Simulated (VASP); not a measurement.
# Ca (Im-3m) in VASP: further runs, part 2 of 2

VASP 6.6.1.

## 4. Single point, PBEsol

This run uses another cell than the first one, of 40.40 Å³/atom, 1.109 times its volume.

The input, INCAR:

```
SYSTEM = Ca
  ALGO = Normal
  EDIFF = 1E-6
  ENCUT = 520
  GGA = PS
  ISIF = 2
  ISMEAR = -1
  LASPH = .TRUE.
  LCHARG = .FALSE.
  LREAL = .FALSE.
  LWAVE = .FALSE.
  NBANDS = 11
  NELM = 80
  PREC = Accurate
  SIGMA = 0.05
```

The input, KPOINTS:

```
k-points
0
G
  8 8 8
  0 0 0
```

The input, POSCAR:

```
Ca
1.0
   -2.1616634562      2.1616634562      2.1616634562
    2.1616634562     -2.1616634562      2.1616634562
    2.1616634562      2.1616634562     -2.1616634562
Ca
1
Direct
    0.0000000000      0.0000000000      0.0000000000
```

Potentials or basis: VASP PAW PBE potentials, release 64 (Ca_sv).

The run is started by

```
$ cat potpaw_PBE.64/Ca_sv/POTCAR > POTCAR
$ mpirun -np 1 vasp_std > vasp.out
```

OUTCAR:

```text
SYSTEM = Ca
   EDIFF = 1E-6
   ENCUT = 520
   GGA = PS
   ISIF = 2
   ISMEAR = -1
   LASPH = .TRUE.
   LREAL = .FALSE.
   NELM = 80
   PREC = Accurate

 ion  position               nearest neighbor table
   1  0.000  0.000  0.000-

  LATTYP: Found a body centered cubic cell.
 ALAT       =     4.3233269124

  Lattice vectors:

 A1 = (  -2.1616634562,   2.1616634562,   2.1616634562)
 A2 = (   2.1616634562,  -2.1616634562,   2.1616634562)
 A3 = (   2.1616634562,   2.1616634562,  -2.1616634562)

Analysis of symmetry for initial positions (statically):
=====================================================================
 Subroutine PRICEL returns:
 Original cell was already a primitive cell.

 Routine SETGRP: Setting up the symmetry group for a
 body centered cubic supercell.

 Subroutine GETGRP returns: Found 48 space group operations
 (whereof 48 operations were pure point group operations)
 out of a pool of 48 trial point group operations.

The static configuration has the point symmetry O_h .

Analysis of symmetry for dynamics (positions and initial velocities):
=====================================================================
 Subroutine PRICEL returns:
 Original cell was already a primitive cell.

 Routine SETGRP: Setting up the symmetry group for a
 body centered cubic supercell.

 Subroutine GETGRP returns: Found 48 space group operations
 (whereof 48 operations were pure point group operations)
 out of a pool of 48 trial point group operations.

The dynamic configuration has the point symmetry O_h .

 Subroutine INISYM returns: Found 48 space group operations
 (whereof 48 operations are pure point group operations),
 and found     1 'primitive' translations

----------------------------------------------------------------------------------------

                                     Primitive cell

  volume of cell :      40.4040

  direct lattice vectors                    reciprocal lattice vectors
    -2.161663456  2.161663456  2.161663456     0.000000000  0.231303350  0.231303350
     2.161663456 -2.161663456  2.161663456     0.231303350  0.000000000  0.231303350
     2.161663456  2.161663456 -2.161663456     0.231303350  0.231303350  0.000000000

  length of vectors
     3.744110935  3.744110935  3.744110935     0.327112335  0.327112335  0.327112335

  position of ions in fractional coordinates (direct lattice)
     0.000000000  0.000000000  0.000000000

  ion indices of the primitive-cell ions
   primitive index   ion index
                 1           1

----------------------------------------------------------------------------------------

 KPOINTS: k-points

Automatic generation of k-mesh.
 Grid dimensions read from file:
 generate k-points for:    8    8    8

 Generating k-lattice:

  Cartesian coordinates                     Fractional coordinates (reciprocal lattice)
     0.000000000  0.028912919  0.028912919     0.125000000  0.000000000  0.000000000
     0.028912919  0.000000000  0.028912919     0.000000000  0.125000000  0.000000000
     0.028912919  0.028912919  0.000000000     0.000000000  0.000000000  0.125000000

  Length of vectors
     0.040889042  0.040889042  0.040889042

  Shift w.r.t. Gamma in fractional coordinates (k-lattice)
     0.000000000  0.000000000  0.000000000

 Subroutine IBZKPT returns following result:
 ===========================================

 Found     29 irreducible k-points:

 Following reciprocal coordinates:
            Coordinates               Weight
  0.000000  0.000000  0.000000      1.000000
  0.125000  0.000000  0.000000     12.000000
  0.250000  0.000000  0.000000     12.000000
  0.375000  0.000000  0.000000     12.000000
  0.500000  0.000000  0.000000      6.000000
  0.125000  0.125000  0.000000     24.000000
[... 16 lines left out ...]
 -0.250000  0.250000  0.250000      6.000000
 -0.375000  0.375000  0.250000     24.000000
 [... further k-points ...]
   k-points           NKPTS =     29   k-points in BZ     NKDIM =     29   number of bands    NBANDS=     11
   number of dos      NEDOS =    301   number of ions     NIONS =      1
   total plane-waves  NPLWV =  21952
   dimension x,y,z NGX =    28 NGY =   28 NGZ =   28
   dimension x,y,z NGXF=    56 NGYF=   56 NGZF=   56
   ions per type =               1
   NGX,Y,Z   is equivalent  to a cutoff of  12.43, 12.43, 12.43 a.u.
   NGXF,Y,Z  is equivalent  to a cutoff of  24.87, 24.87, 24.87 a.u.
 SYSTEM =  Ca
   PREC   = accura    normal or accurate (medium, high low for compatibility)
   ISTART =      0    job   : 0-new  1-cont  2-samecut
   ICHARG =      2    charge: 1-file 2-atom 10-const
   ISPIN  =      1    spin polarized calculation?
   LNONCOLLINEAR =      F non collinear calculations
   LSORBIT =      F    spin-orbit coupling
   LASPH  =      T    aspherical Exc in radial PAW
   ENCUT  =  520.0 eV  38.22 Ry    6.18 a.u.   6.96  6.96  6.96*2*pi/ulx,y,z
   NELM   =     80;   NELMIN=  2; NELMDL= -5     # of ELM steps
   EDIFF  = 0.1E-05   stopping-criterion for ELM
   LREAL  =      F    real-space projection
   EDIFFG = 0.1E-04   stopping-criterion for IOM
   NSW    =      0    number of steps for IOM
   IBRION =     -1    ionic relax: 0-MD 1-quasi-New 2-CG
   NFREE  =      0    steps in history (QN), initial steepest desc. (CG)
   ISIF   =      2    stress and relaxation
   ISYM   =      2    0-nonsym 1-usesym 2-fastsym
   POTIM  = 0.5000    time-step for ionic-motion
   TEBEG  =    0.0;   TEEND  =   0.0 temperature during run
   PSTRESS=    0.0 pullay stress
   NELECT =      10.0000    total number of electrons
   NUPDOWN=      -1.0000    fix difference up-down
   EMIN   =  10.00;   EMAX   =-10.00  energy-range for DOS
   EFERMI =   0.00;   METHOD = LEGACY
   ISMEAR =    -1;   SIGMA  =   0.05  broadening in eV -4-tet -1-fermi 0-gaus
   EFERMI_NEDOS =   21; number of points for ismear=-14 and -15
   IALGO  =     38    algorithm
   IMIX   =      4    mixing-type and parameters
     AMIX     =   0.40;   BMIX     =  1.00
     AMIX_MAG =   1.60;   BMIX_MAG =  1.00
  volume/ion in A,a.u.               =      40.40       272.66
  Fermi-wavevector in a.u.,A,eV,Ry     =   1.027859  1.942371 14.374467  1.056494
  Thomas-Fermi vector in A             =   2.161825
   LORBIT       =      0    0 simple, 1 ext, 2 COOP (PROOUT), +10 PAW based schemes
   GGA     = PS    functional components
   LHFCALC =     F    Hartree Fock is set to
   AEXX    =    0.0000 exact exchange contribution
   IVDW    =     0    specifies the selected vdW correction
   LEPSILON=     F    determine dielectric tensor
   LRPA    =     F    only Hartree local field effects (RPA)
 non-spin polarized calculation
  energy-cutoff  :      520.00
  volume of cell :       40.40
 maximum number of plane-waves:      1102
   NGX = 13   NGY = 13   NGZ = 13

 number of electron      10.0000002 magnetization

 Free energy of the ion-electron system (eV)
  ---------------------------------------------------
  ext. energy  EPLUGINS =         0.00000000
  ---------------------------------------------------
  free energy    TOTEN  =        -2.12273576 eV

  energy without entropy =       -2.10989104  energy(sigma->0) =       -2.11631340

 E-fermi :   2.0958     XC(G=0):  -7.9469

 val. band max:        2.0892260450   @ k =   0.5000   0.5000   0.2500
 cond. band min:       2.0974912322   @ k =   0.5000   0.5000   0.3750
 fundamental gap:      0.0082651872
 Fermi energy:         2.0957889820

 k-point     1 :       0.0000    0.0000    0.0000
  band No.  band energies     occupation
      1     -39.6562      2.00000
      2     -20.6412      2.00000
      3     -20.6412      2.00000
      4     -20.6412      2.00000
      5      -2.0433      2.00000
      6       4.4618      0.00000
      7       4.4618      0.00000
      8       4.4618      0.00000
      9       5.5803      0.00000
     10       5.5803      0.00000
     11      12.5455      0.00000
[... 309 lines left out ...]
 k-point    24 :      -0.3750    0.3750    0.2500
  band No.  band energies     occupation
      1     -39.6328      2.00000
      2     -20.7662      2.00000
      3     -20.7207      2.00000
      4     -20.7037      2.00000
      5       1.0810      2.00000
      6       2.8182      0.00000
      7       4.3123      0.00000
      8       4.5108      0.00000
      9       5.6699      0.00000
     10       6.0219      0.00000
     11       8.6949      0.00000

 [... further k-points ...]

------------------------ aborting loop because EDIFF is reached ----------------------------------------

  FORCE on cell =-STRESS in cart. coord.  units (eV):
  Direction    XX          YY          ZZ          XY          YZ          ZX
  --------------------------------------------------------------------------------------
  -------------------------------------------------------------------------------------
  Total        0.0004418      0.0004418      0.0004418      0.0000000     -0.0000000     -0.0000000
  in kB        0.0175181      0.0175181      0.0175181      0.0000000     -0.0000000     -0.0000000
  external PRESSURE =       0.0175181 kB  Pullay stress =       0.0000000 kB

 VOLUME and BASIS-vectors are now :
 -----------------------------------------------------------------------------
  energy-cutoff  :      520.00
  volume of cell :       40.40
      direct lattice vectors                 reciprocal lattice vectors
    -2.161663456  2.161663456  2.161663456     0.000000000  0.231303350  0.231303350
     2.161663456 -2.161663456  2.161663456     0.231303350  0.000000000  0.231303350
     2.161663456  2.161663456 -2.161663456     0.231303350  0.231303350  0.000000000

 POSITION                                       TOTAL-FORCE (eV/Angst)
 -----------------------------------------------------------------------------------
      0.00000      0.00000      0.00000        -0.000000      0.000000     -0.000000
 -----------------------------------------------------------------------------------
    total drift:                               -0.000000     -0.000000     -0.000000

  FREE ENERGIE OF THE ION-ELECTRON SYSTEM (eV)
  ---------------------------------------------------
  free  energy   TOTEN  =        -2.1227357594 eV

  energy  without entropy=       -2.1098910442  energy(sigma->0) =       -2.11631340
```

stdout:

```text
POSCAR found type information on POSCAR Ca
 POSCAR found :  1 types and       1 ions
 scaLAPACK will be used
 -----------------------------------------------------------------------------
|                                                                             |
|                                                                             |
|     You enforced a specific xc type in the INCAR file but a different       |
|     I HOPE YOU KNOW WHAT YOU ARE DOING!                                     |
|                                                                             |
 -----------------------------------------------------------------------------

 LDA part: xc-table for (Slater+PW92), standard interpolation
 POSCAR, INCAR and KPOINTS ok, starting setup
 FFT: planning ... GRIDC
 FFT: planning ... GRID_SOFT
 FFT: planning ... GRID
 WAVECAR not read
 entering main loop
```

Run time: 6.9 s. Hardware: 1 thread of Intel Xeon Platinum 8488C (Sapphire Rapids), shared host; peak memory 0.15 GiB.

What came out:

* Free energy: -2.1227 eV
* Pressure: 0.0 GPa
* Band gap on the k mesh: zero (band 5 reaches 2.46 eV, above the bottom of band 6 at 2.09 eV)

Caveat: the PAW data sets were made with another functional, which shifts forces and pressure a little.

## 5. Single point, PBEsol

This run uses another cell than the first one, of 40.40 Å³/atom, 1.109 times its volume.

The input, INCAR:

```
ALGO = Normal
EDIFF = 1E-6
ENCUT = 520
GGA = PS
ISIF = 2
ISMEAR = -1
LASPH = True
LCHARG = False
LREAL = False
LWAVE = False
NBANDS = 11
NELM = 60
PREC = Accurate
SIGMA = 0.05
```

The input, KPOINTS:

```
k-points
0
Gamma
  8 8 8
```

POSCAR is that of step 4.

The run is started by

```
$ cat potpaw_PBE.64/Ca_sv/POTCAR > POTCAR
$ mpirun -np 1 vasp_std > vasp.out
```

Run time: 6.6 s. Hardware: 1 thread of Intel Xeon Platinum 8488C (Sapphire Rapids), shared host; peak memory 0.15 GiB.

It converged, with:

| Quantity | Value |
| --- | --- |
| Free energy | -2.1227 eV |
| Pressure | 0.0 GPa |
| Band gap on the k mesh | zero (band 5 reaches 2.46 eV, above the bottom of band 6 at 2.09 eV) |

Levels at points of the mesh, in eV from the Fermi level:
| k point | band 3 | band 4 | band 5 | band 6 | band 7 | band 8 |
| --- | --- | --- | --- | --- | --- | --- |
| (0.00, 0.00, 0.00) | -22.74 | -22.74 | -4.14 | 2.37 | 2.37 | 2.37 |
| (0.50, 0.00, 0.00) | -22.79 | -22.74 | -0.92 | 0.04 | 1.36 | 3.39 |
| (0.50, 0.50, 0.50) | -22.86 | -22.86 | 0.01 | 0.01 | 4.10 | 4.10 |

Caveat: the PAW data sets were made with another functional, which shifts forces and pressure a little.

## 6. Single point, PBE

This run uses another cell than the first one, of 42.07 Å³/atom, 1.155 times its volume.

Changes to INCAR since step 5:

```diff
@@ -3,3 +3,3 @@
 ENCUT = 520
-GGA = PS
+GGA = PE
 ISIF = 2
@@ -11,3 +11,3 @@
 NBANDS = 11
-NELM = 60
+NELM = 80
 PREC = Accurate
```

KPOINTS is that of step 5.

The input, POSCAR:

```
Ca
1.0
   -2.1909349680      2.1909349680      2.1909349680
    2.1909349680     -2.1909349680      2.1909349680
    2.1909349680      2.1909349680     -2.1909349680
Ca
1
Direct
    0.0000000000      0.0000000000      0.0000000000
```

Potentials or basis: VASP PAW PBE potentials, release 64 (Ca_sv).

The run is started by

```
$ cat potpaw_PBE.64/Ca_sv/POTCAR > POTCAR
$ mpirun -np 1 vasp_std > vasp.out
```

Wall time 6.4 s (1 thread of Intel Xeon Platinum 8488C (Sapphire Rapids), shared host); peak memory 0.15 GiB.

The run converged. Its results:

```yaml
Free_energy: -1.9180 eV
Pressure: 0.1 GPa
Band_gap_on_the_k_mesh: zero (band 5 reaches 2.37 eV, above the bottom of band 6 at 1.99 eV)
```

Levels at points of the mesh, in eV from the Fermi level:
| k point | band 3 | band 4 | band 5 | band 6 | band 7 | band 8 |
| --- | --- | --- | --- | --- | --- | --- |
| (0.00, 0.00, 0.00) | -22.94 | -22.94 | -4.06 | 2.32 | 2.32 | 2.32 |
| (0.50, 0.00, 0.00) | -22.99 | -22.94 | -0.89 | -0.01 | 1.36 | 3.28 |
| (0.50, 0.50, 0.50) | -23.05 | -23.05 | 0.06 | 0.06 | 3.95 | 3.95 |

## 7. The runs side by side

| level | potentials or basis | cell | gap on the mesh (eV) | pressure (GPa) |
| --- | --- | --- | --- | --- |
| PBEsol | VASP PAW PBE potentials, release 64 (Ca_sv) | a = 3.617 Å, angles 109.5°, 1 atom | none | 2.0 |
| LDA | VASP PAW LDA potentials, release 64 (Ca_sv) | a = 3.653 Å, angles 109.5°, 1 atom | none | 0.0 |
| PBEsol | VASP PAW PBE potentials, release 64 (Ca_sv) | a = 3.744 Å, angles 109.5°, 1 atom | none | 0.0 |
| PBE | VASP PAW PBE potentials, release 64 (Ca_sv) | a = 3.795 Å, angles 109.5°, 1 atom | none | 0.1 |

Alike in all rows: task single point; no spin polarisation; k mesh 8 × 8 × 8; cutoff (eV) 520; smearing fermi-dirac 0.05 eV.

Caveats: the PAW data sets were made with another functional, which shifts forces and pressure a little (some runs).

Absolute energies hang on the potentials; compare differences alone.
